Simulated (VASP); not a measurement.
RuBrCl4: single point with PBE

The system is RuBrCl4.

```
CELL_PARAMETERS angstrom
4.12311 0.00000 0.00000
0.00000 4.12311 0.00000
0.00000 0.00000 9.51627
ATOMIC_POSITIONS crystal
Ru 0.00000 0.00000 0.00000
Br 0.50000 0.50000 0.50000
Cl 0.50000 0.00000 0.85089
Cl 0.00000 0.50000 0.14911
Cl 0.50000 0.00000 0.14911
Cl 0.00000 0.50000 0.85089
```

The cell was generated, and may not be a known phase.

```yaml
Program: VASP 6.6.1
Task: single point
Functional: PBE
Potentials_or_basis: VASP PAW PBE potentials, release 64 (Ru_sv, Br, Cl)
Cutoff: 560 eV
k_mesh: 4 × 4 × 4
Occupations: gaussian, width 0.1 eV
Spin: collinear spin, ferromagnetic start
Starting_moments: "[1.0, 0.0, 0.0, 0.0, 0.0, 0.0] μB"
```

```
Pressure                                              : -0.1 GPa
Largest force                                         : 0.035 eV/Å
Net moment                                            : -0.82 μB per cell
Site moments                                          : Ru +0.01; Br -0.57; Cl -0.01 μB
Valence electrons inside the program's atomic spheres : Ru 13.38; Br 4.70; Cl 5.03
```

Forces on the atoms (eV/Å):
```
Ru   0.000  0.000  0.000
Br   0.000  0.000  0.000
Cl   0.000  0.000  0.035
Cl   0.000  0.000 -0.035
Cl   0.000  0.000 -0.035
Cl   0.000  0.000  0.035
```

Stress tensor (GPa, compression positive):
```
-0.15  0.00  0.00
 0.00 -0.15  0.00
 0.00  0.00  0.04
```

Levels at points of the mesh, in eV from the Fermi level:
Spin up:
```csv
k point,band 23,band 24,band 25,band 26,band 27,band 28
"(0.00, 0.00, 0.00)",-0.87,-0.07,0.35,0.35,1.28,1.65
"(0.50, 0.00, 0.00)",-0.73,-0.23,-0.13,0.47,0.73,1.09
"(0.50, 0.50, 0.00)",-0.48,-0.03,0.01,0.36,0.51,0.51
"(0.00, 0.00, 0.50)",-0.88,-0.21,0.35,0.35,1.28,1.65
"(0.50, 0.00, 0.50)",-0.54,-0.22,-0.12,0.46,0.63,1.03
"(0.50, 0.50, 0.50)",-0.53,0.01,0.08,0.36,0.59,0.59
```
Spin down:
| k point | band 24 | band 25 | band 26 | band 27 | band 28 | band 29 |
| --- | --- | --- | --- | --- | --- | --- |
| (0.00, 0.00, 0.00) | -0.53 | -0.37 | -0.37 | 1.29 | 1.67 | 1.67 |
| (0.50, 0.00, 0.00) | -0.58 | -0.34 | -0.16 | 0.71 | 1.08 | 1.56 |
| (0.50, 0.50, 0.00) | -0.55 | -0.01 | 0.35 | 0.53 | 0.53 | 1.84 |
| (0.00, 0.00, 0.50) | -0.64 | -0.36 | -0.36 | 1.29 | 1.67 | 1.67 |
| (0.50, 0.00, 0.50) | -0.62 | -0.26 | -0.23 | 0.64 | 1.04 | 1.56 |
| (0.50, 0.50, 0.50) | -0.28 | -0.01 | 0.35 | 0.58 | 0.58 | 1.84 |

Run time: 3 min on 1 thread of AMD EPYC 9R45 96-Core Processor (Zen 5), with other jobs on the host, peak memory 0.4 GiB.

Caveat: the k points lie up to 0.38 Å⁻¹ apart; a moment this small can come from the mesh or the smearing; this functional lacks dispersion, which binds layers or chains, so the pressure and a relaxed spacing across them are unreliable.
